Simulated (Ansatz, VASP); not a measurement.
This is a calculation of SnTe for Ansatz 0.2.0.

input.yaml

```yaml
crystal:
  lattice:
    - [0.0, 3.611146, 3.611146]
    - [3.611146, 0.0, 3.611146]
    - [3.611146, 3.611146, 0.0]
  atoms:
    - { symbol: Te, position: [0.25, 0.25, 0.25] }
    - { symbol: Sn, position: [0.0, 0.0, 0.0] }
kpoints:
  mp_grid: { grid: [7, 7, 7] }
scf:
  occupations: { method: fermi_dirac, width: 0.05 }
hamiltonian:
  xc: pbe
  pseudopotentials: { kind: all_electron, lapw: { basis_error: 0.001 } }
output:
  forces: true
  stress: true
  eigenvalues: true
  populations: true
```

Potentials or basis: all-electron LAPW, scalar-relativistic.

Run with:

```console
$ ansatz run input.yaml --threads 1 --pin off --max-ram 3072MiB --backend cpu --events-out ev --progress --plain --runs-dir out
```

Task: Set up the same calculation for VASP 6.6.1. Potentials there: VASP PAW PBE potentials, release 64 (Te, Sn_d).

Result: As run (the cutoff follows the program's own potentials):

The input INCAR:

```
SYSTEM = SnTe
PREC = Accurate
ENCUT = 520
EDIFF = 1E-6
ISMEAR = -1
SIGMA = 0.05
LREAL = .FALSE.
LASPH = .TRUE.
NELM = 60
ALGO = Normal
ISIF = 2
LWAVE = .FALSE.
LCHARG = .FALSE.
GGA = PE
NBANDS = 17
```

File KPOINTS:

```
Automatic mesh
0
G
  7 7 7
  0 0 0
```

POSCAR

```
SnTe
1.0
    0.0000000000      3.6111460000      3.6111460000
    3.6111460000      0.0000000000      3.6111460000
    3.6111460000      3.6111460000      0.0000000000
Te Sn
1 1
Direct
    0.2500000000      0.2500000000      0.2500000000
    0.0000000000      0.0000000000      0.0000000000
```

Potentials or basis: VASP PAW PBE potentials, release 64 (Te, Sn_d).

Run with:

```sh
$ cat potpaw_PBE.64/Te/POTCAR potpaw_PBE.64/Sn_d/POTCAR > POTCAR
$ mpirun -np 1 vasp_std > vasp.out
```

Both were run:

|  | VASP | Ansatz | Ansatz less VASP |
| --- | --- | --- | --- |
| gap on the k mesh at the Fermi level (eV) | 0.33 | 0.33 | +0.002 |
| least direct gap on the mesh (eV) | 0.83 | 0.83 | +0.001 |
| pressure (GPa) | -0.1 | 0.0 | +0.02 |

Ansatz ran all-electron here, and VASP with PAW potentials.

Neither program's run includes spin-orbit coupling.
